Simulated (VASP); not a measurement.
Wanted: the native input for a VASP 6.6.1 run.

```yaml
Task: single point
Functional: PBE
Potentials_or_basis: VASP PAW PBE potentials, release 64 (Fe)
Cutoff: 600 eV
k_mesh: 8 × 8 × 8
Occupations: fermi-dirac, width 0.1 eV
Spin: collinear spin, ferromagnetic start
Starting_moments: "[2.208] μB"
Dipole_correction: no
Further_INCAR_settings: ALGO = Normal; EDIFF = 1e-06; NBANDS = 14
```

The structure of Fe lies in POSCAR:

```
Fe
1.0
   -1.4163059841      1.4163059841      1.4163059841
    1.4163059841     -1.4163059841      1.4163059841
    1.4163059841      1.4163059841     -1.4163059841
Fe
1
Direct
    0.0000000000      0.0000000000      0.0000000000
```

One way to write it, as run:

INCAR

```
ALGO     = Normal         # electronic algorithm
EDIFF    = 1E-6           # SCF threshold, eV
ENCUT    = 600            # plane-wave cutoff, eV
GGA      = PE             # functional
GGA_COMPAT= False        
ISIF     = 2              # what is computed and relaxed
ISMEAR   = -1             # smearing method
ISPIN    = 2              # spin polarisation
LASPH    = True           # aspherical terms in the spheres
LCHARG   = False          # write CHGCAR
LMAXMIX  = 4              # l up to which the mixer works
LORBIT   = 11             # projections on sites
LREAL    = False          # projectors in reciprocal space
LWAVE    = False          # write WAVECAR
MAGMOM   = 2.208          # initial moments
NBANDS   = 14             # bands
NELM     = 200            # most SCF steps
PREC     = Accurate       # precision mode
SIGMA    = 0.1            # smearing width, eV
```

KPOINTS

```
k-points
0
Gamma
  8 8 8
```

Potentials or basis: VASP PAW PBE potentials, release 64 (Fe).

Launch:

```console
$ cat potpaw_PBE.64/Fe/POTCAR > POTCAR
$ mpirun -np 1 vasp_std > vasp.out
```

Results of the run:

```
Pressure                                              : -0.3 GPa
Net moment                                            : 2.16 μB per cell
Site moments                                          : Fe +2.16 μB
Valence electrons inside the program's atomic spheres : Fe 7.27
```

Caveat: the k points lie up to 0.39 Å⁻¹ apart.

It took 13 s on 1 thread of Intel(R) Xeon(R) Platinum 8259CL CPU @ 2.50GHz (Skylake/Cascade Lake), with other jobs on the host, peak memory 0.13 GiB.
